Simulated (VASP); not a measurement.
# AlCo (P4mm) in VASP: further runs

Runs on AlCo. Level: PBEsol. Tasks: single point.

Everything below comes from runs of VASP 6.6.1. Logs are shortened: lines on timing, memory, paths and dates and some standing lists are left out, and cuts for length are marked.

### Step 1. The cell of the first run

The structure is tetragonal, space group P4mm (No. 99). The conventional cell has a = 2.823 Å, b = 2.823 Å, c = 8.968 Å, α = 90.00°, β = 90.00°, γ = 90.00°. Al (site symmetry 4mm) has 8 Co at 2.44 Å and 5 Al at 2.82 Å within 3.2 Å. Within 3.2 Å of Al (site symmetry 4mm) lie 8 Co at 2.44 Å and 6 Al at 2.82 Å. Al (site symmetry 4mm) has 8 Co at 2.44 to 2.76 Å and 5 Al at 2.82 Å within 3.2 Å. Co (site symmetry 4mm) has 8 Al at 2.44 to 2.76 Å and 5 Co at 2.82 Å within 3.2 Å. Co (site symmetry 4mm) has 8 Al at 2.44 Å and 6 Co at 2.82 Å within 3.2 Å. Within 3.2 Å of Co (site symmetry 4mm) lie 8 Al at 2.44 Å and 5 Co at 2.82 Å.

### Step 2. Single point, PBEsol

INCAR reads:

```
PREC = Accurate ; ENCUT = 520
EDIFF = 1E-7 ; ISMEAR = 0
SIGMA = 0.15 ; LREAL = False
LASPH = True ; NELM = 100
ALGO = Fast ; ISIF = 2
LWAVE = False ; LCHARG = False
GGA = PS ; NBANDS = 27
```

KPOINTS reads:

```
regular mesh
0
Gamma
  21 21 7
```

POSCAR reads:

```
AlCo
1.0
    0.0000000000     -2.8225855369      0.0000000000
    0.0000000000      0.0000000000     -2.8225855369
    8.9677566106      0.0000000000      0.0000000000
Al Co
3 3
Direct
    1.0000000000      1.0000000000      0.2360454365
    1.0000000000      1.0000000000      0.5507936683
    1.0000000000      1.0000000000      0.8655419002
    0.5000000000      0.5000000000      0.0786713206
    0.5000000000      0.5000000000      0.3934195524
    0.5000000000      0.5000000000      0.7081677843
```

Potentials or basis: VASP PAW PBE potentials, release 64 (Al, Co).

Started as:

```
$ cat potpaw_PBE.64/Al/POTCAR potpaw_PBE.64/Co/POTCAR > POTCAR
$ mpirun -np 1 vasp_std > vasp.out
```

OUTCAR:

```text
PREC = Accurate
   ENCUT = 520
   EDIFF = 1E-7
   ISMEAR = 0
   LREAL = False
   LASPH = True
   NELM = 100
   ISIF = 2
   GGA = PS

 ion  position               nearest neighbor table
   1  0.000  0.000  0.236-   4 2.44   5 2.44   4 2.44   5 2.44   4 2.44   5 2.44   4 2.44   5 2.44
                             2 2.82   3 3.32
   2  0.000  0.000  0.551-   5 2.44   5 2.44   5 2.44   5 2.44   6 2.44   6 2.44   6 2.44   6 2.44
                             1 2.82   3 2.82
   3  0.000  0.000  0.866-   6 2.44   6 2.44   6 2.44   6 2.44   4 2.76   4 2.76   4 2.76   4 2.76
                             2 2.82   1 3.32
   4  0.500  0.500  0.079-   1 2.44   1 2.44   1 2.44   1 2.44   3 2.76   3 2.76   3 2.76   3 2.76
                             5 2.82
   5  0.500  0.500  0.393-   1 2.44   1 2.44   1 2.44   1 2.44   2 2.44   2 2.44   2 2.44   2 2.44
                             4 2.82   6 2.82
   6  0.500  0.500  0.708-   3 2.44   3 2.44   3 2.44   3 2.44   2 2.44   2 2.44   2 2.44   2 2.44
                             5 2.82

  LATTYP: Found a simple tetragonal cell.
 ALAT       =     2.8225855369
 C/A-ratio  =     3.1771425501

  Lattice vectors:

 A1 = (   0.0000000000,  -2.8225855369,   0.0000000000)
 A2 = (   0.0000000000,   0.0000000000,  -2.8225855369)
 A3 = (   8.9677566106,   0.0000000000,   0.0000000000)

Analysis of symmetry for initial positions (statically):
=====================================================================
 Subroutine PRICEL returns:
 Original cell was already a primitive cell.

 Routine SETGRP: Setting up the symmetry group for a
 simple tetragonal supercell.

 Subroutine GETGRP returns: Found  8 space group operations
 (whereof  8 operations were pure point group operations)
 out of a pool of 16 trial point group operations.

The static configuration has the point symmetry C_4v.

Analysis of symmetry for dynamics (positions and initial velocities):
=====================================================================
 Subroutine PRICEL returns:
 Original cell was already a primitive cell.

 Routine SETGRP: Setting up the symmetry group for a
 simple tetragonal supercell.

 Subroutine GETGRP returns: Found  8 space group operations
 (whereof  8 operations were pure point group operations)
 out of a pool of 16 trial point group operations.

The dynamic configuration has the point symmetry C_4v.

 Subroutine INISYM returns: Found  8 space group operations
 (whereof  8 operations are pure point group operations),
 and found     1 'primitive' translations
[... 101 lines left out ...]
   ENCUT  =  520.0 eV  38.22 Ry    6.18 a.u.   5.25  5.25 16.67*2*pi/ulx,y,z
   NELM   =    100;   NELMIN=  2; NELMDL= -5     # of ELM steps
   EDIFF  = 0.1E-06   stopping-criterion for ELM
   LREAL  =      F    real-space projection
   EDIFFG = 0.1E-05   stopping-criterion for IOM
   NSW    =      0    number of steps for IOM
   IBRION =     -1    ionic relax: 0-MD 1-quasi-New 2-CG
   NFREE  =      0    steps in history (QN), initial steepest desc. (CG)
   ISIF   =      2    stress and relaxation
   ISYM   =      2    0-nonsym 1-usesym 2-fastsym
   POTIM  = 0.5000    time-step for ionic-motion
   TEBEG  =    0.0;   TEEND  =   0.0 temperature during run
   PSTRESS=    0.0 pullay stress
   NELECT =      36.0000    total number of electrons
   NUPDOWN=      -1.0000    fix difference up-down
   EMIN   =  10.00;   EMAX   =-10.00  energy-range for DOS
   EFERMI =   0.00;   METHOD = LEGACY
   ISMEAR =     0;   SIGMA  =   0.15  broadening in eV -4-tet -1-fermi 0-gaus
   EFERMI_NEDOS =   21; number of points for ismear=-14 and -15
   IALGO  =     68    algorithm
   IMIX   =      4    mixing-type and parameters
     AMIX     =   0.40;   BMIX     =  1.00
     AMIX_MAG =   1.60;   BMIX_MAG =  1.00
  volume/ion in A,a.u.               =      11.91        80.36
  Fermi-wavevector in a.u.,A,eV,Ry     =   1.302716  2.461776 23.090015  1.697068
  Thomas-Fermi vector in A             =   2.433765
   LORBIT       =      0    0 simple, 1 ext, 2 COOP (PROOUT), +10 PAW based schemes
   GGA     = PS    functional components
   LHFCALC =     F    Hartree Fock is set to
   AEXX    =    0.0000 exact exchange contribution
   IVDW    =     0    specifies the selected vdW correction
   LEPSILON=     F    determine dielectric tensor
   LRPA    =     F    only Hartree local field effects (RPA)
 non-spin polarized calculation
 RMM-DIIS sequential band-by-band and
 Gauss-broadening in eV      SIGMA  =   0.15
  energy-cutoff  :      520.00
  volume of cell :       71.45
 maximum number of plane-waves:      1961
 NGX is ok and might be reduce to    24
   NGX = 11   NGY = 11   NGZ = 33

 number of electron      36.0000002 magnetization

 Free energy of the ion-electron system (eV)
  ---------------------------------------------------
  ext. energy  EPLUGINS =         0.00000000
  ---------------------------------------------------
  free energy    TOTEN  =       -38.65616155 eV

  energy without entropy =      -38.61901786  energy(sigma->0) =      -38.63758971

 E-fermi :   9.9459     XC(G=0): -12.2283

 val. band max:        9.9448570689   @ k =   0.4762   0.4762   0.4286
 cond. band min:       9.9518244066   @ k =   0.4286   0.4286   0.0000
 fundamental gap:      0.0069673377
 Fermi energy:         9.9459481336

 k-point     1 :       0.0000    0.0000    0.0000
  band No.  band energies     occupation
      1      -0.9396      2.00000
      2       0.7696      2.00000
      3       1.3889      2.00000
      4       5.4157      2.00000
      5       5.8444      2.00000
      6       7.0201      2.00000
[... 709 lines left out ...]
     26      17.5530      0.00000
     27      18.0554      0.00000

 [... further k-points ...]
[... 5 lines left out ...]
  --------------------------------------------------------------------------------------
  -------------------------------------------------------------------------------------
  Total       -3.6281109     -2.2689915     -2.2689915      0.0000000     -0.0000000      0.0000000
  in kB      -81.3604035    -50.8821455    -50.8821455      0.0000000     -0.0000000      0.0000000
  external PRESSURE =     -61.0415648 kB  Pullay stress =       0.0000000 kB

 VOLUME and BASIS-vectors are now :
 -----------------------------------------------------------------------------
  energy-cutoff  :      520.00
  volume of cell :       71.45
      direct lattice vectors                 reciprocal lattice vectors
     0.000000000 -2.822585537  0.000000000     0.000000000 -0.354285100  0.000000000
     0.000000000  0.000000000 -2.822585537     0.000000000  0.000000000 -0.354285100
     8.967756611  0.000000000  0.000000000     0.111510609  0.000000000  0.000000000

 POSITION                                       TOTAL-FORCE (eV/Angst)
 -----------------------------------------------------------------------------------
      2.11680      0.00000      0.00000        -0.672299      0.000000      0.000000
      4.93938      0.00000      0.00000        -0.096242      0.000000      0.000000
      7.76197      0.00000      0.00000         1.738573     -0.000000      0.000000
      0.70551     -1.41129     -1.41129        -1.271330      0.000000      0.000000
      3.52809     -1.41129     -1.41129         0.054944      0.000000     -0.000000
      6.35068     -1.41129     -1.41129         0.246354      0.000000      0.000000
 -----------------------------------------------------------------------------------
    total drift:                               -0.000200     -0.000000      0.000000

  FREE ENERGIE OF THE ION-ELECTRON SYSTEM (eV)
  ---------------------------------------------------
  free  energy   TOTEN  =       -38.6561615526 eV

  energy  without entropy=      -38.6190178597  energy(sigma->0) =      -38.63758971
```

OSZICAR:

```text
N       E                     dE             d eps       ncg     rms          rms(c)
DAV:   1     0.204379733937E+03    0.20438E+03   -0.15165E+04 14256   0.147E+03
[... 12 lines left out ...]
RMM:  14    -0.386561880797E+02    0.35123E-03   -0.19001E-03 17701   0.351E-01    0.227E-01
RMM:  15    -0.386561708475E+02    0.17232E-04   -0.90546E-04 19051   0.162E-01    0.736E-02
RMM:  16    -0.386561566319E+02    0.14216E-04   -0.17452E-04 17507   0.109E-01    0.412E-02
RMM:  17    -0.386561603749E+02   -0.37429E-05   -0.85826E-05 20160   0.456E-02    0.134E-02
RMM:  18    -0.386561618948E+02   -0.15199E-05   -0.16028E-05 20684   0.225E-02    0.111E-02
RMM:  19    -0.386561614903E+02    0.40449E-06   -0.29386E-06 17716   0.101E-02    0.400E-03
RMM:  20    -0.386561615526E+02   -0.62292E-07   -0.72673E-07 15001   0.443E-03
   1 F= -.38656162E+02 E0= -.38637590E+02  d E =-.371437E-01
```

Run time: 6 min. Hardware: 1 thread of Intel Xeon 6975P-C (Granite Rapids), shared host; peak memory 0.51 GiB.

Results:

```
Free energy            : -38.6562 eV
Pressure               : -6.1 GPa
Largest force          : 1.739 eV/Å
Band gap on the k mesh : zero (band 18 reaches 10.72 eV, above the bottom of band 19 at 9.76 eV)
```

Forces on the atoms (eV/Å):
```
Al  -0.672  0.000  0.000
Al  -0.096  0.000  0.000
Al   1.739  0.000  0.000
Co  -1.271  0.000  0.000
Co   0.055  0.000  0.000
Co   0.246  0.000  0.000
```

Stress tensor (GPa, compression positive):
```
-8.14  0.00  0.00
 0.00 -5.09  0.00
 0.00  0.00 -5.09
```

Caveat: the PAW data sets were made with another functional, which shifts forces and pressure a little. Spin polarisation is off, so any magnetic state and its effect on volume and gap are missing.

### Step 3. Single point, PBEsol

This run uses another cell than the first one, of 12.57 Å³/atom, 1.056 times its volume.

INCAR reads:

```
SYSTEM = AlCo
ALGO = Fast ; EDIFF = 1E-6
ENCUT = 520 ; GGA = PS
ISIF = 2 ; ISMEAR = 0
LASPH = .True. ; LCHARG = .True.
LELF = .True. ; LREAL = .False.
LVHAR = .True. ; LWAVE = .False.
NBANDS = 27 ; NELM = 100
PREC = Accurate ; SIGMA = 0.15
```

KPOINTS reads:

```
k-points
0
Gamma
  21 21 7
  0 0 0
```

POSCAR reads:

```
AlCo
1.0
    0.0000000000     -2.8225855369      0.0000000000
    0.0000000000      0.0000000000     -2.8225855369
    9.4677566106      0.0000000000      0.0000000000
Al Co
3 3
Direct
    1.0000000000      1.0000000000      0.2235796832
    1.0000000000      1.0000000000      0.5217058025
    1.0000000000      1.0000000000      0.8198319218
    0.5000000000      0.5000000000      0.0745166235
    0.5000000000      0.5000000000      0.3726427428
    0.5000000000      0.5000000000      0.6707688621
```

Potentials or basis: VASP PAW PBE potentials, release 64 (Al, Co).

Started as:

```
$ cat potpaw_PBE.64/Al/POTCAR potpaw_PBE.64/Co/POTCAR > POTCAR
$ mpirun -np 1 vasp_std > vasp.out
```

Run time: 6.4 min. Hardware: 1 thread of Intel Xeon 6975P-C (Granite Rapids), shared host; peak memory 0.52 GiB.

Results (log left out):

- Free energy: -37.7778 eV
- Pressure: -7.3 GPa
- Largest force: 1.663 eV/Å
- Band gap on the k mesh: zero (band 18 reaches 9.90 eV, above the bottom of band 19 at 9.01 eV)

Forces in eV/Å, atoms in the order of the input:
```
Al  -0.762  0.000  0.000
Al  -0.183  0.000  0.000
Al   1.663  0.000  0.000
Co  -1.066  0.000  0.000
Co   0.109  0.000  0.000
Co   0.239  0.000  0.000
```

Stress tensor (GPa, compression positive):
```
-7.99  0.00  0.00
 0.00 -6.88  0.00
 0.00  0.00 -6.88
```

Levels at points of the mesh, in eV from the Fermi level:
| k point | band 16 | band 17 | band 18 | band 19 | band 20 | band 21 |
| --- | --- | --- | --- | --- | --- | --- |
| (0.00, 0.00, 0.00) | -0.62 | -0.38 | -0.38 | 0.04 | 0.74 | 4.39 |

Caveat: the PAW data sets were made with another functional, which shifts forces and pressure a little.

### Step 4. Single point, PBEsol

This run uses another cell than the first one, of 13.90 Å³/atom, 1.167 times its volume.

INCAR reads:

```
ALGO     = Fast           # electronic algorithm
EDIFF    = 1E-6           # SCF threshold, eV
ENCUT    = 520            # plane-wave cutoff, eV
GGA      = PS             # functional
ISIF     = 2              # what is computed and relaxed
ISMEAR   = 0              # smearing method
LASPH    = True           # aspherical terms in the spheres
LCHARG   = False          # write CHGCAR
LREAL    = False          # projectors in reciprocal space
LWAVE    = False          # write WAVECAR
NBANDS   = 27             # bands
NELM     = 100            # most SCF steps
PREC     = Accurate       # precision mode
SIGMA    = 0.15           # smearing width, eV
```

KPOINTS reads:

```
k-points
0
Gamma
  21 21 7
```

POSCAR reads:

```
AlCo
1.0
    0.0000000000     -2.8225855369      0.0000000000
    0.0000000000      0.0000000000     -2.8225855369
   10.4677566106      0.0000000000      0.0000000000
Al Co
3 3
Direct
    1.0000000000      1.0000000000      0.2022207912
    1.0000000000      1.0000000000      0.4718664891
    1.0000000000      1.0000000000      0.7415121870
    0.5000000000      0.5000000000      0.0673979422
    0.5000000000      0.5000000000      0.3370436401
    0.5000000000      0.5000000000      0.6066893380
```

Potentials or basis: VASP PAW PBE potentials, release 64 (Al, Co).

Started as:

```
$ cat potpaw_PBE.64/Al/POTCAR potpaw_PBE.64/Co/POTCAR > POTCAR
$ mpirun -np 1 vasp_std > vasp.out
```

OUTCAR:

```text
EDIFF = 1E-6
   ENCUT = 520
   GGA = PS
   ISIF = 2
   ISMEAR = 0
   LASPH = True
   LREAL = False
   NELM = 100
   PREC = Accurate

 ion  position               nearest neighbor table
   1  0.000  0.000  0.202-   5 2.44   5 2.44   5 2.44   5 2.44   4 2.44   4 2.44   4 2.44   4 2.44
                             2 2.82
   2  0.000  0.000  0.472-   6 2.44   6 2.44   6 2.44   6 2.44   5 2.44   5 2.44   5 2.44   5 2.44
                             3 2.82   1 2.82
   3  0.000  0.000  0.742-   6 2.44   6 2.44   6 2.44   6 2.44   2 2.82
   4  0.500  0.500  0.067-   1 2.44   1 2.44   1 2.44   1 2.44   5 2.82
   5  0.500  0.500  0.337-   1 2.44   1 2.44   1 2.44   1 2.44   2 2.44   2 2.44   2 2.44   2 2.44
                             4 2.82   6 2.82
   6  0.500  0.500  0.607-   2 2.44   2 2.44   2 2.44   2 2.44   3 2.44   3 2.44   3 2.44   3 2.44
                             5 2.82

  LATTYP: Found a simple tetragonal cell.
 ALAT       =     2.8225855369
 C/A-ratio  =     3.7085702005

  Lattice vectors:

 A1 = (   0.0000000000,  -2.8225855369,   0.0000000000)
 A2 = (   0.0000000000,   0.0000000000,  -2.8225855369)
 A3 = (  10.4677566106,   0.0000000000,   0.0000000000)

Analysis of symmetry for initial positions (statically):
[... 180 lines left out ...]

  energy without entropy =      -36.53792243  energy(sigma->0) =      -36.56880085

 E-fermi :   7.9993     XC(G=0): -11.2806

 val. band max:        7.9965312008   @ k =   0.4762   0.0476   0.1429
 cond. band min:       8.0011396968   @ k =   0.1905   0.1429   0.1429
 fundamental gap:      0.0046084959
 Fermi energy:         7.9993380786

 k-point     1 :       0.0000    0.0000    0.0000
  band No.  band energies     occupation
      1      -2.7319      2.00000
      2      -1.3663      2.00000
      3       0.3415      2.00000
      4       2.9262      2.00000
      5       4.2250      2.00000
      6       5.0377      2.00000
[... 709 lines left out ...]
     26      14.1613      0.00000
     27      15.3782      0.00000

 [... further k-points ...]
[... 5 lines left out ...]
  --------------------------------------------------------------------------------------
  -------------------------------------------------------------------------------------
  Total       -2.9761303     -3.3082963     -3.3082963      0.0000000      0.0000000      0.0000000
  in kB      -57.1761198    -63.5575494    -63.5575494      0.0000000      0.0000000      0.0000000
  external PRESSURE =     -61.4304062 kB  Pullay stress =       0.0000000 kB

 VOLUME and BASIS-vectors are now :
 -----------------------------------------------------------------------------
  energy-cutoff  :      520.00
  volume of cell :       83.40
      direct lattice vectors                 reciprocal lattice vectors
     0.000000000 -2.822585537  0.000000000     0.000000000 -0.354285100  0.000000000
     0.000000000  0.000000000 -2.822585537     0.000000000  0.000000000 -0.354285100
    10.467756611  0.000000000  0.000000000     0.095531453  0.000000000  0.000000000

 POSITION                                       TOTAL-FORCE (eV/Angst)
 -----------------------------------------------------------------------------------
      2.11680      0.00000      0.00000        -0.821866      0.000000     -0.000000
      4.93938      0.00000      0.00000        -0.283488      0.000000     -0.000000
      7.76197      0.00000      0.00000         0.543920      0.000000     -0.000000
      0.70551     -1.41129     -1.41129        -0.179077      0.000000     -0.000000
      3.52809     -1.41129     -1.41129         0.194724      0.000000      0.000000
      6.35068     -1.41129     -1.41129         0.545787     -0.000000     -0.000000
 -----------------------------------------------------------------------------------
    total drift:                               -0.004281     -0.000000      0.000000

  FREE ENERGIE OF THE ION-ELECTRON SYSTEM (eV)
  ---------------------------------------------------
  free  energy   TOTEN  =       -36.5996792792 eV

  energy  without entropy=      -36.5379224300  energy(sigma->0) =      -36.56880085
```

OSZICAR:

```text
N       E                     dE             d eps       ncg     rms          rms(c)
DAV:   1     0.207350520947E+03    0.20735E+03   -0.15163E+04 14256   0.141E+03
DAV:   2    -0.302202141310E+02   -0.23757E+03   -0.22545E+03 14262   0.300E+02
DAV:   3    -0.426433193473E+02   -0.12423E+02   -0.11901E+02 16331   0.898E+01
[... 13 lines left out ...]
RMM:  17    -0.365997558694E+02    0.18762E-02   -0.13491E-03 17194   0.244E-01    0.131E-01
RMM:  18    -0.365997090310E+02    0.46838E-04   -0.32970E-04 18689   0.980E-02    0.907E-02
RMM:  19    -0.365997446575E+02   -0.35626E-04   -0.68777E-05 19646   0.444E-02    0.116E-01
RMM:  20    -0.365996859826E+02    0.58675E-04   -0.12903E-05 16123   0.209E-02    0.360E-02
RMM:  21    -0.365996784147E+02    0.75679E-05   -0.82514E-06 14535   0.185E-02    0.708E-03
RMM:  22    -0.365996792792E+02   -0.86445E-06   -0.19826E-06 10569   0.106E-02
   1 F= -.36599679E+02 E0= -.36568801E+02  d E =-.617568E-01
```

It took 7.6 min on 1 thread of Intel Xeon 6975P-C (Granite Rapids), shared host; peak memory 0.57 GiB.

Results:

```
Free energy            : -36.5997 eV
Pressure               : -6.1 GPa
Largest force          : 0.822 eV/Å
Band gap on the k mesh : zero (band 18 reaches 8.54 eV, above the bottom of band 19 at 7.81 eV)
```

Forces on the atoms (eV/Å):
```
Al  -0.822  0.000  0.000
Al  -0.283  0.000  0.000
Al   0.544  0.000  0.000
Co  -0.179  0.000  0.000
Co   0.195  0.000  0.000
Co   0.546  0.000  0.000
```

Stress tensor (GPa, compression positive):
```
-5.72  0.00  0.00
 0.00 -6.36  0.00
 0.00  0.00 -6.36
```

Caveat: the PAW data sets were made with another functional, which shifts forces and pressure a little. Spin polarisation is off, so any magnetic state and its effect on volume and gap are missing.

### Step 5. The runs side by side

| cell | further INCAR settings | gap on the mesh (eV) | pressure (GPa) | largest force (eV/Å) |
| --- | --- | --- | --- | --- |
| a = 2.823, b = 2.823, c = 8.968 Å, 6 atoms | ALGO = Fast; EDIFF = 1e-07; NBANDS = 27 | none | -6.1 | 1.74 |
| a = 2.823, b = 2.823, c = 9.468 Å, 6 atoms | ALGO = Fast; EDIFF = 1e-06; NBANDS = 27 | none | -7.3 | 1.66 |
| a = 2.823, b = 2.823, c = 10.468 Å, 6 atoms | ALGO = Fast; EDIFF = 1e-06; NBANDS = 27 | none | -6.1 | 0.82 |

Alike in all rows: task single point; level PBEsol; potentials or basis VASP PAW PBE potentials, release 64 (Al, Co); no spin polarisation; k mesh 21 × 21 × 7; cutoff (eV) 520; smearing gaussian 0.15 eV.

Caveats: the PAW data sets were made with another functional, which shifts forces and pressure a little.

Absolute energies hang on the potentials; compare differences alone.
